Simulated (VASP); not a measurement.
Input of a VASP 6.6.1 run:

INCAR

```
PREC     = Accurate       # precision mode
ENCUT    = 500            # plane-wave cutoff, eV
EDIFF    = 1E-6           # SCF threshold, eV
ISMEAR   = 1              # smearing method
SIGMA    = 0.0077         # smearing width, eV
LREAL    = F              # projectors in reciprocal space
LASPH    = T              # aspherical terms in the spheres
NELM     = 200            # most SCF steps
ALGO     = Normal         # electronic algorithm
ISIF     = 2              # what is computed and relaxed
LWAVE    = F              # write WAVECAR
LCHARG   = F              # write CHGCAR
ISPIN    = 2              # spin polarisation
MAGMOM   = 0.51           # initial moments
LORBIT   = 11             # projections on sites
LMAXMIX  = 4              # l up to which the mixer works
GGA      = PE             # functional
NBANDS   = 16             # bands
GGA_COMPAT= F
```

The input KPOINTS:

```
Automatic mesh
0
Gamma
  6 6 6
```

The input POSCAR:

```
V
1.0
   -1.5130000000      1.5130000000      1.5130000000
    1.5130000000     -1.5130000000      1.5130000000
    1.5130000000      1.5130000000     -1.5130000000
V
1
Direct
    0.0000000000      0.0000000000      0.0000000000
```

Potentials or basis: VASP PAW PBE potentials, release 64 (V_sv).

Launch:

```bash
$ cat potpaw_PBE.64/V_sv/POTCAR > POTCAR
$ mpirun -np 1 vasp_std > vasp.out
```

Estimate the pressure.

-3.8 GPa.

Estimate the net moment.

0.64 μB per cell.

Caveat: the k points lie up to 0.49 Å⁻¹ apart.
